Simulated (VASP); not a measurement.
# H4C in VASP: further runs, part 2 of 2

VASP 6.6.1. Earlier steps stand in the parts before.

## 3. Single point, r2SCAN+D3(BJ)

The input, POSCAR:

```
H4C
1.0
    7.9581140000      0.0000000000      0.0000000000
    0.0000000000      7.9581140000      0.0000000000
    0.0000000000      0.0000000000      7.9581140000
C H
8 32
Direct
    0.7055314865      0.8180707137      0.2783825414
    0.9745022502      0.4927675075      0.4935717181
    0.0722533002      0.3870012418     -0.0177931605
    0.2976835969      0.8844809210      0.9348069153
    0.3584517638      0.1137078459      0.4578346075
    0.4776382947      0.5727110720      0.6093906169
    0.5855910081      0.3923291373      0.1031400153
    0.7857263668      1.0190479805      0.7669405088
    0.7580187969      0.8971472387      0.3826409122
    0.6488974649      0.7126311586      0.3336971549
    0.8231598592      0.7749700494      0.2053375963
    0.6103958802      0.8988059231      0.2291497709
    1.0996449661      0.4568544758      0.4677867143
    0.9539823129      0.5130486947      0.6177594340
    0.9123392804      0.3813717672      0.4567162521
    0.9320047438      0.6267691063      0.4568921732
    0.1818646981      0.3780795299     -0.0990938305
    0.0807477752      0.4989247452      0.0564078373
    0.0822431043      0.2582018805      0.0310123730
   -0.0179816474      0.3828168332     -0.1043840287
    0.2137818081      0.8727947350      1.0401585099
    0.3653629491      0.9937153451      0.9070867796
    0.2386997723      0.8596132199      0.8120265681
    0.3927689400      0.7684986669      0.9374331657
    0.2846780029      0.1717115387      0.5415102121
    0.2753039225      0.0094997383      0.4381565783
    0.4824007296      0.0758345507      0.5247977096
    0.4001324937      0.1688214067      0.3493918283
    0.5052579041      0.6804376012      0.6801360222
    0.3615932117      0.6147813414      0.5670439001
    0.4694956619      0.4597069105      0.6810156276
    0.5696073215      0.5643045576      0.5174592875
    0.4897768491      0.4441378950      0.1879214095
    0.7069388551      0.4583749366      0.1110313323
    0.5540131745      0.4018917045     -0.0319673732
    0.6070408139      0.2486644449      0.1395305471
    0.7927506442      1.0566573940      0.9030028974
    0.7925370257      0.8756220381      0.7582701127
    0.8892936191      1.0655916716      0.6963961562
    0.6604202956      1.0716735146      0.7321709641
```

The input, INCAR.step1:

```
SYSTEM = H4C
ALGO     = Normal         ! electronic algorithm
EDIFF    = 1E-4           ! SCF threshold, eV
ENCUT    = 520            ! plane-wave cutoff, eV
GGA      = PE             ! functional
ISMEAR   = -1             ! smearing method
LASPH    = .True.         ! aspherical terms in the spheres
LCHARG   = .False.        ! write CHGCAR
LREAL    = Auto         
LWAVE    = .True.         ! write WAVECAR
NBANDS   = 58             ! bands
NELM     = 60             ! most SCF steps
PREC     = Accurate       ! precision mode
SIGMA    = 0.02           ! smearing width, eV
```

The input, INCAR.step2:

```
SYSTEM = H4C
ALGO     = Normal         ! electronic algorithm
EDIFF    = 1E-6           ! SCF threshold, eV
ENCUT    = 520            ! plane-wave cutoff, eV
ISIF     = 2              ! what is computed and relaxed
ISMEAR   = -1             ! smearing method
ISTART   = 1            
IVDW     = 12             ! dispersion correction
LASPH    = .True.         ! aspherical terms in the spheres
LCHARG   = .False.        ! write CHGCAR
LMIXTAU  = .True.       
LREAL    = Auto         
LWAVE    = .False.        ! write WAVECAR
METAGGA  = R2SCAN         ! meta-GGA
NBANDS   = 58             ! bands
NELM     = 60             ! most SCF steps
PREC     = Accurate       ! precision mode
SIGMA    = 0.02           ! smearing width, eV
VDW_A1   = 0.49484001   
VDW_A2   = 5.73083694   
VDW_S6   = 1.0          
VDW_S8   = 0.78981345
```

The input, KPOINTS:

```
k-points
0
Gamma
  1 1 1
  0 0 0
```

Potentials or basis: VASP PAW PBE potentials, release 64 (C, H).

Command:

```sh
cat potpaw_PBE.64/C/POTCAR potpaw_PBE.64/H/POTCAR > POTCAR
cp INCAR.step1 INCAR
mpirun -np 1 vasp_gam > vasp.out
cp INCAR.step2 INCAR
mpirun -np 1 vasp_gam > vasp.out
```

Run time: 3.9 min. Hardware: 1 thread of Intel Xeon Platinum 8259CL at 2.50GHz (Skylake/Cascade Lake), shared host; peak memory 0.51 GiB.

The run converged. Its results:

| Item | Value |
| --- | --- |
| Free energy | -197.6321 eV |
| Pressure | 0.9 GPa |
| Largest force | 4.808 eV/Å |
| Band gap on the k mesh | 7.57 eV |
| Dispersion energy per atom | -0.013 eV |

Forces on the atoms (eV/Å):
```
C    2.927  0.929  0.766
C   -0.390  2.096 -1.642
C    3.574 -1.615  0.665
C    1.298 -4.032 -1.645
C    3.010 -3.537  1.244
C   -0.060  0.023  0.924
C    0.815 -2.072  0.010
C   -1.300 -1.252  1.704
H   -0.198 -0.628 -0.345
H   -0.560 -1.130  0.495
H   -1.931  0.810  0.218
H   -0.219  0.166 -1.272
H    1.461  0.654 -0.114
H    0.000 -0.369  3.457
H   -1.633 -0.309 -0.745
H    0.551 -2.104 -0.970
H    0.583  0.660 -0.119
H   -0.181 -0.045  0.687
H   -0.448  0.638  1.128
H   -3.503  0.340 -2.357
H   -0.171  0.514  0.170
H    0.824  1.566  0.684
H   -0.636 -0.068  0.479
H   -1.329  2.045  0.354
H   -1.661  3.109  2.266
H    0.344 -1.198 -0.751
H   -1.813  0.031 -0.671
H    0.039  1.564 -2.102
H    1.025  0.882  1.518
H   -1.919 -0.204 -1.337
H   -0.118 -0.435  0.504
H    1.070 -0.340 -1.550
H    0.270  0.027 -0.412
H   -0.375 -0.183  0.486
H   -0.377 -0.215  0.644
H   -0.320  2.414 -0.716
H    0.473 -0.407 -0.922
H   -0.466  1.536  0.135
H    0.467  0.696 -0.442
H    0.877 -0.559 -0.426
```

Stress tensor (GPa, compression positive):
```
 1.08  1.96  0.50
 1.96 -1.49 -0.08
 0.50 -0.08  3.14
```

Levels at points of the mesh, in eV from the valence-band top:
```csv
k point,band 29,band 30,band 31,band 32,band 33,band 34,band 35,band 36
"(0.00, 0.00, 0.00)",-0.23,-0.13,-0.11,0.00,7.57,9.59,9.74,9.86
```

Caveat: the k points lie up to 0.79 Å⁻¹ apart; the PAW data sets were made with another functional, which shifts forces and pressure a little.

## 4. Single point, r2SCAN+D3(BJ)

The input, POSCAR:

```
H4C
1.0
    7.9581140000      0.0000000000      0.0000000000
    0.0000000000      7.9581140000      0.0000000000
    0.0000000000      0.0000000000      7.9581140000
C H
8 32
Direct
    0.7104572767      0.8169649241      0.2315498371
    0.9843412648      0.5210279722      0.4682139512
    0.0786115906      0.4037011784     -0.0207712531
    0.3047204400      0.8762126303      0.9358875734
    0.3610654484      0.0899836318      0.4917873758
    0.4599959237      0.5746587697      0.6012102868
    0.6047789715      0.3988130856      0.1464542981
    0.7682347853      0.9908126473      0.7712505752
    0.8046253170      0.8950487515      0.2997695183
    0.6722698368      0.7190774095      0.3296761016
    0.7509065590      0.7656462323      0.1223656761
    0.5914592327      0.8846191447      0.1924702260
    1.0988658871      0.5444380415      0.4058750603
    0.9951604111      0.4526072383      0.5915220616
    0.9019096736      0.4267594056      0.4134145352
    0.9093737536      0.6241679875      0.4671961221
    0.1330089014      0.3275650487     -0.1179173860
    0.1253186371      0.5335309346      0.0001382237
    0.0779456037      0.3750009110      0.1069474501
   -0.0655934308      0.4389230916     -0.0361769133
    0.2430601019      0.9188483603      1.0442172605
    0.3681651205      1.0071230445      0.9092355299
    0.2032893723      0.8298699918      0.8623525624
    0.3973428880      0.7942711049      0.9492450096
    0.4085767055      0.1907487126      0.5851637712
    0.2460256287      0.0026262504      0.5052704699
    0.4518407251     -0.0033425005      0.4717072412
    0.3549710396      0.1630160111      0.3634026856
    0.5301507367      0.6991606303      0.6499781230
    0.3257681405      0.5813186391      0.5459082391
    0.4400163154      0.4603980290      0.6927018135
    0.5491250816      0.5158885635      0.5027321800
    0.4864092171      0.4929182970      0.1715481834
    0.7088865528      0.4902292176      0.1654412088
    0.5729875194      0.3491907756      0.0197031608
    0.5898759430      0.3021821502      0.2337614163
    0.8227326223      0.9951478453      0.9037317133
    0.8093626203      0.8757476960      0.7168155671
    0.8098275546      1.0867398984      0.6812795092
    0.6268445011      0.9970327140      0.7855001826
```

The input, INCAR.step1:

```
PREC = Accurate
ENCUT = 520
ISMEAR = -1
SIGMA = 0.02
LREAL = Auto
LASPH = True
NELM = 80
NBANDS = 58
GGA = PE
ALGO = Normal
EDIFF = 1E-4
LWAVE = True
LCHARG = False
```

The input, INCAR.step2:

```
PREC = Accurate
ENCUT = 520
EDIFF = 1E-6
ISMEAR = -1
SIGMA = 0.02
LREAL = Auto
LASPH = True
NELM = 80
ALGO = Normal
ISIF = 2
LWAVE = False
LCHARG = False
METAGGA = R2SCAN
LMIXTAU = True
IVDW = 12
VDW_S6 = 1.0
VDW_S8 = 0.78981345
VDW_A1 = 0.49484001
VDW_A2 = 5.73083694
NBANDS = 58
ISTART = 1
```

The input, KPOINTS:

```
Automatic mesh
0
Gamma
  1 1 1
```

Command:

```sh
cat potpaw_PBE.64/C/POTCAR potpaw_PBE.64/H/POTCAR > POTCAR
cp INCAR.step1 INCAR
mpirun -np 1 vasp_gam > vasp.out
cp INCAR.step2 INCAR
mpirun -np 1 vasp_gam > vasp.out
```

Run time: 4 min. Hardware: 1 thread of Intel Xeon Platinum 8259CL at 2.50GHz (Skylake/Cascade Lake), shared host; peak memory 0.52 GiB.

Results (log left out):

| Item | Value |
| --- | --- |
| Free energy | -196.8229 eV |
| Pressure | -1.8 GPa |
| Largest force | 5.396 eV/Å |
| Band gap on the k mesh | 7.13 eV |
| Dispersion energy per atom | -0.013 eV |

Forces on the atoms (eV/Å):
```
C   -2.345  1.072  3.827
C   -0.326 -3.722  1.483
C   -3.290  3.526 -0.027
C   -1.209  5.212 -0.699
C   -1.094  1.709 -1.614
C    0.449 -1.365 -0.210
C   -3.012  3.624 -0.992
C   -0.853  0.606  1.412
H   -0.593 -0.040 -0.862
H    0.301  0.834 -1.361
H    1.545 -1.520 -2.379
H    1.107 -0.127  0.787
H    0.924 -0.232 -0.603
H    0.471  1.413 -0.428
H    0.372 -0.184 -1.164
H   -1.473  2.701  0.680
H    0.177 -0.165  0.099
H    0.600 -0.390 -1.180
H    0.427 -1.949  1.554
H    2.141 -1.070 -0.506
H   -0.470 -0.384  2.082
H   -1.114 -1.972 -0.858
H   -0.227  0.140 -1.359
H    2.962 -3.018  0.886
H   -1.264 -1.791 -0.682
H    0.871  2.004  0.527
H    1.695 -0.770 -0.072
H   -0.265 -1.155  1.800
H   -1.869 -2.405 -0.532
H    1.976  0.774  0.529
H    0.742  2.185 -0.558
H   -1.210  0.848  0.915
H    1.889 -1.780 -0.314
H   -0.217 -1.310 -0.492
H    0.945  0.415  0.457
H    0.315 -1.143  1.290
H   -0.299  0.473 -1.535
H   -0.091 -1.072 -0.278
H    0.029  0.243  0.713
H    1.284 -0.217 -0.337
```

Stress tensor (GPa, compression positive):
```
-2.52 -2.62 -0.92
-2.62 -2.34  0.07
-0.92  0.07 -0.40
```

Levels at points of the mesh, in eV from the valence-band top:
```
           k point  band 30  band 31  band 32  band 33  band 34  band 35
(0.00, 0.00, 0.00)    -0.35    -0.11     0.00     7.13     9.03     9.18
```

Caveat: the k points lie up to 0.79 Å⁻¹ apart; the PAW data sets were made with another functional, which shifts forces and pressure a little.
